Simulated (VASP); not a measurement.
Wanted: the native input for a VASP 6.6.1 run.

| Property | Result |
| --- | --- |
| Task | single point |
| Functional | r2SCAN |
| Potentials or basis | VASP PAW PBE potentials, release 64 (C) |
| Cutoff | 520 eV |
| k mesh | 10 × 10 × 2 |
| Occupations | gaussian, width 0.05 eV |
| Spin | no spin polarisation |
| Dipole correction | no |
| Further INCAR settings | ALGO = Normal; EDIFF = 1e-07; NBANDS = 36 |

The system is C.

```
C
1.0
     1.78014   -1.78014    0.00000
     1.78014    0.00000   -1.78014
     8.01064    6.82388    6.52719
C
12
Direct
  0.62152 0.57638 0.27087
  0.98263 0.96527 0.10420
  0.26041 0.18749 0.43753
  0.53819 0.40971 0.77087
  0.89930 0.79860 0.60420
  0.17708 0.02082 0.93753
  0.60069 0.53471 0.39587
  0.96180 0.92360 0.22920
  0.23958 0.14582 0.56253
  0.51736 0.36804 0.89587
  0.87847 0.75693 0.72920
  0.32291 0.31249 0.06253
```

This cell differs from its parent crystal: the part above a cut slid along it.

These files were run (other wordings do the same):

POSCAR

```
C
1.0
    1.7801417073     -1.7801417073      0.0000000000
    1.7801417073      0.0000000000     -1.7801417073
    8.0106376830      6.8238765448      6.5271862602
C
12
Direct
    0.6215222222      0.5763777778      0.2708666667
   -0.0173666667     -0.0347333333      0.1042000000
    0.2604111111      0.1874888889      0.4375333333
    0.5381888889      0.4097111111      0.7708666667
    0.8993000000      0.7986000000      0.6042000000
    0.1770777778      0.0208222222      0.9375333333
    0.6006888889      0.5347111111      0.3958666667
    0.9618000000      0.9236000000      0.2292000000
    0.2395777778      0.1458222222      0.5625333333
    0.5173555556      0.3680444444      0.8958666667
   -0.1215333333     -0.2430666667      0.7292000000
    0.3229111111      0.3124888889      0.0625333333
```

INCAR.step1

```
ALGO     = Normal         # electronic algorithm
EDIFF    = 1E-4           # SCF threshold, eV
ENCUT    = 520            # plane-wave cutoff, eV
GGA      = PE             # functional
ISMEAR   = 0              # smearing method
LASPH    = True           # aspherical terms in the spheres
LCHARG   = False          # write CHGCAR
LREAL    = False          # projectors in reciprocal space
LWAVE    = True           # write WAVECAR
NBANDS   = 36             # bands
NELM     = 100            # most SCF steps
PREC     = Accurate       # precision mode
SIGMA    = 0.05           # smearing width, eV
```

INCAR.step2

```
ALGO     = Normal         # electronic algorithm
EDIFF    = 1E-7           # SCF threshold, eV
ENCUT    = 520            # plane-wave cutoff, eV
ISIF     = 2              # what is computed and relaxed
ISMEAR   = 0              # smearing method
ISTART   = 1            
LASPH    = True           # aspherical terms in the spheres
LCHARG   = True           # write CHGCAR
LELF     = True           # ELF
LMIXTAU  = True         
LREAL    = False          # projectors in reciprocal space
LVHAR    = True         
LWAVE    = False          # write WAVECAR
METAGGA  = R2SCAN         # meta-GGA
NBANDS   = 36             # bands
NELM     = 100            # most SCF steps
PREC     = Accurate       # precision mode
SIGMA    = 0.05           # smearing width, eV
```

KPOINTS

```
k-points
0
Gamma
  10 10 2
```

Potentials or basis: VASP PAW PBE potentials, release 64 (C).

Command:

```bash
$ cat potpaw_PBE.64/C/POTCAR > POTCAR
$ cp INCAR.step1 INCAR
$ mpirun -np 1 vasp_std > vasp.out
$ cp INCAR.step2 INCAR
$ mpirun -np 1 vasp_std > vasp.out
```

Results of the run:

```yaml
Pressure: 6.0 GPa
Largest_force: 5.935 eV/Å
Band_gap_on_the_k_mesh: zero (bands 24 and 25 overlap by 0.18 eV)
```

Caveat: the cell differs from its parent crystal (the part above a cut slid along it); the stress differs along the axes, from -26 to 26 GPa; the PAW data sets were made with another functional, which shifts forces and pressure a little.

It took 10 min on 1 thread of AMD EPYC 9R45 96-Core Processor (Zen 5), on a shared host, peak memory 0.26 GiB.
